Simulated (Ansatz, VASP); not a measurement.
## One calculation of WC, two programs

File POSCAR:

```
WC
1.0
   -1.4634777300     -2.5348157600      0.0000000000
   -4.3904332000      2.5348157600      0.0000000000
    0.0000000000      0.0000000000     -2.8585648800
W C
2 2
Direct
    0.0000000000      0.0000000000      0.0000000000
    0.5000000000      0.5000000000      0.0000000000
    0.0000000000      0.3333300000      0.5000000000
    0.5000000000      0.8333300000      0.5000000000
```

Contents of INCAR.step1:

```
SYSTEM = WC
PREC     = Accurate       ! precision mode
ENCUT    = 520            ! plane-wave cutoff, eV
ISMEAR   = -1             ! smearing method
SIGMA    = 0.1            ! smearing width, eV
LREAL    = .FALSE.        ! projectors in reciprocal space
LASPH    = .TRUE.         ! aspherical terms in the spheres
NELM     = 150            ! most SCF steps
LMAXMIX  = 4              ! l up to which the mixer works
LDAU     = .TRUE.         ! DFT+U
LDAUTYPE = 2            
LDAUL    = 2 -1           ! shell
LDAUU    = 1.94 0         ! U, eV
LDAUJ    = 0 0          
NBANDS   = 26             ! bands
GGA      = PE             ! functional
ALGO     = Normal         ! electronic algorithm
EDIFF    = 1E-4           ! SCF threshold, eV
LWAVE    = .TRUE.         ! write WAVECAR
LCHARG   = .FALSE.        ! write CHGCAR
```

INCAR.step2

```
SYSTEM = WC
PREC     = Accurate       ! precision mode
ENCUT    = 520            ! plane-wave cutoff, eV
EDIFF    = 1E-6           ! SCF threshold, eV
ISMEAR   = -1             ! smearing method
SIGMA    = 0.1            ! smearing width, eV
LREAL    = .FALSE.        ! projectors in reciprocal space
LASPH    = .TRUE.         ! aspherical terms in the spheres
NELM     = 150            ! most SCF steps
ALGO     = Normal         ! electronic algorithm
ISIF     = 2              ! what is computed and relaxed
LWAVE    = .FALSE.        ! write WAVECAR
LCHARG   = .TRUE.         ! write CHGCAR
LMAXMIX  = 4              ! l up to which the mixer works
LDAU     = .TRUE.         ! DFT+U
LDAUTYPE = 2            
LDAUL    = 2 -1           ! shell
LDAUU    = 1.94 0         ! U, eV
LDAUJ    = 0 0          
LDAUPRINT= 1            
METAGGA  = R2SCAN         ! meta-GGA
LMIXTAU  = .TRUE.       
LELF     = .TRUE.         ! ELF
LVHAR    = .TRUE.       
NBANDS   = 26             ! bands
ISTART   = 1
```

File KPOINTS:

```
regular mesh
0
G
  11 6 11
  0 0 0
```

Input for Ansatz:

```yaml
crystal:
  lattice:
    - [1.46347773, 2.53481576, 0.0]
    - [4.3904332, -2.53481576, 0.0]
    - [0.0, 0.0, 2.85856488]
  atoms:
    - { symbol: W, position: [0.0, 0.0, 0.0] }
    - { symbol: W, position: [0.5, 0.5, 0.0] }
    - { symbol: C, position: [0.0, 0.66667, 0.5] }
    - { symbol: C, position: [0.5, 0.16667, 0.5] }
  symmetry: { tolerance: 0.0003 }
kpoints:
  mp_grid: { grid: [11, 6, 11], shift: [0, 0, 0] }
  band_path:
    path:
      - [0.0, 0.0, 0.0]
      - [0.49999992, -0.50000013, 0.0]
      - [0.33333328, -1.00000025, 0.0]
      - [0.0, 0.0, 0.0]
      - [0.0, 0.0, 0.5]
      - [0.49999992, -0.50000013, 0.5]
      - [0.33333328, -1.00000025, 0.5]
      - [0.0, 0.0, 0.5]
      - [0.49999992, -0.50000013, 0.5]
      - [0.49999992, -0.50000013, 0.0]
      - [0.33333328, -1.00000025, 0.5]
    npoints: 6
magnetization:
  spin_polarized: false
scf:
  occupations: { method: fermi_dirac }
  lower_state_search: "off"
  max_iter: 200
hamiltonian:
  pseudopotentials: { kind: paw }
  xc: r2scan
  hubbard:
    projectors: all-electron-ortho-atomic
    sites: [{ species: W, l: d, u_eff: 1.94 }]
basis:
  ecutwfc: 500
  fft_grid_basis: typed
output:
  forces: true
  stress: true
  eigenvalues: true
  bader: true
  populations: true
  elf: true
  write_potential: true
  volumetric_format: npy
  dos:
    e_range: [-12, 8]
    de: 0.05
    projected: { site_lists: { C: [C], W: [W] } }
checkpoint:
  read: saved_state
```

Alike in both runs: task single point; functional r2SCAN; k mesh 11 × 6 × 11; no spin polarisation; Hubbard terms W d U = 1.94 eV.

|  | VASP | Ansatz |
| --- | --- | --- |
| version | VASP 6.6.1 | Ansatz 0.2.0 |
| potentials or method | VASP PAW PBE potentials, release 64 (W_sv, C), cutoff 520 eV | PAW plane waves |
| occupations | fermi-dirac, width 0.1 eV | fermi-dirac |
| valence electrons in the cell | 36 | 36 |

VASP gave:

| Item | Value |
| --- | --- |
| pressure (GPa) | -1.3 |

Problem. Which values does Ansatz return?

Solution. Pressure (GPa): -6.9.

VASP's potentials were made for PBE, not for r2SCAN. The programs project onto different local orbitals, so the same U acts differently, and such runs can settle in different states. Ansatz's warnings: filled band counts differ across k points, structure snapped to symmetry.

Spin-orbit coupling is off throughout.
